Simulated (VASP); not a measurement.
TiRh, 2 atoms in the cell. Symmetry: Pm-3m, No. 221, cubic system. The conventional cell has a = 2.971 Å, b = 2.971 Å, c = 2.971 Å, α = 90.00°, β = 90.00°, γ = 90.00°. Within 3.4 Å of Ti (site symmetry m-3m) lie 8 Rh at 2.57 Å and 6 Ti at 2.97 Å. Within 3.4 Å of Rh (site symmetry m-3m) lie 8 Ti at 2.57 Å and 6 Rh at 2.97 Å. 

```yaml
Program: VASP 6.6.1
Task: single point
Functional: r2SCAN
Potentials_or_basis: VASP PAW PBE potentials, release 64 (Ti_sv, Rh_pv)
Cutoff: 550 eV
k_mesh: 7 × 7 × 7
Occupations: fermi-dirac, width 0.05 eV
Spin: no spin polarisation
Dipole_correction: no
Further_INCAR_settings: ALGO = Normal; EDIFF = 1e-06; NBANDS = 20
```

Potentials or basis: VASP PAW PBE potentials, release 64 (Ti_sv, Rh_pv).

Run with:

```sh
$ cat potpaw_PBE.64/Ti_sv/POTCAR potpaw_PBE.64/Rh_pv/POTCAR > POTCAR
$ cp INCAR.step1 INCAR
$ mpirun -np 1 vasp_std > vasp.out
$ cp INCAR.step2 INCAR
$ mpirun -np 1 vasp_std > vasp.out
```

Hardware: 1 thread of Intel Xeon 8259CL (shared host).

Problem. Estimate the wall time of this run.

Solution. Wall time 65 s on 1 thread of Intel Xeon 8259CL, with other jobs on the host, peak memory 0.15 GiB. Counts: k points 20.
